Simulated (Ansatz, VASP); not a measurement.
## TeMo5: VASP beside Ansatz

```
Te Mo
1.0
     0.00000    3.99945    3.99945
     3.99945    0.00000    3.99945
     3.99945    3.99945    0.00000
Te Mo
1 5
Cartesian
  0.0000 0.0000 0.0000
  1.9997 1.9997 1.9997
  2.9950 5.0039 2.9950
  2.9950 2.9950 5.0039
  5.0039 5.0039 5.0039
  5.0039 2.9950 2.9950
```

Change from the starting cell: species swapped into the Be5Co type (F-43m, No. 216).

Alike in both runs: task single point; functional PBE; k mesh 4 × 4 × 4; occupations gaussian, width 0.1 eV; no spin polarisation.

```csv
,VASP,Ansatz
version,VASP 6.6.1,Ansatz 0.2.0
potentials or method,"VASP PAW PBE potentials, release 64 (Te, Mo_sv), cutoff 520 eV","scalar-relativistic, plane waves, PAW"
valence electrons in the cell,76,86
```

Ansatz gave:

| Item | Value |
| --- | --- |
| gap on the k mesh at the Fermi level (eV) | none |
| pressure (GPa) | -25.1 |
| rms of the force components (eV/Å) | 0.047 |

Task: Estimate VASP's values.

Result: gap on the k mesh at the Fermi level (eV): none; pressure (GPa): -25.0; rms of the force components (eV/Å): 0.049.

Atom by atom the forces differ by 0.002 eV/Å (rms over components). A gap of «none» marks a metal or a gap that the smearing closes. With one functional, cell and mesh, what is left measures potentials, basis and numerics. VASP's potentials hold 76 valence electrons a cell and Ansatz's 86, so a difference there can come from the potentials and not from the codes.

Spin-orbit coupling is off throughout.
